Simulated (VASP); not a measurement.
SnSe, 2 atoms in the cell. Symmetry: I4/mmm, No. 139, tetragonal system. Conventional cell: a = 4.257 Å, b = 4.257 Å, c = 5.839 Å, α = 90.00°, β = 90.00°, γ = 90.00°. Sn (site symmetry 4/mmm) has 6 Se at 2.92 to 3.01 Å within 3.8 Å. Within 3.8 Å of Se (site symmetry 4/mmm) lie 6 Sn at 2.92 to 3.01 Å.  This cell differs from its parent crystal: zz strain of -3 %.

```yaml
Program: VASP 6.6.1
Task: electric field gradients
Functional: LDA
Potentials_or_basis: VASP PAW LDA potentials, release 64 (Sn_d, Se)
Cutoff: 520 eV
k_mesh: 9 × 9 × 9
Occupations: fermi-dirac, width 0.02 eV
Spin: no spin polarisation
Dipole_correction: no
Further_INCAR_settings: ALGO = Normal; EDIFF = 1e-08; NBANDS = 17
```

Potentials or basis: VASP PAW LDA potentials, release 64 (Sn_d, Se).

Run with:

```bash
$ cat potpaw_LDA.64/Sn_d/POTCAR potpaw_LDA.64/Se/POTCAR > POTCAR
$ mpirun -np 1 vasp_std > vasp.out
```

Hardware: 1 thread of Intel(R) Xeon(R) Platinum 8488C (Sapphire Rapids) (shared host).

Question: How long does it take, and how much memory?

Answer: It took 52 s on 1 thread of Intel(R) Xeon(R) Platinum 8488C (Sapphire Rapids) (shared host), peak memory 0.2 GiB. Counts: scf iterations 13, k points 75.
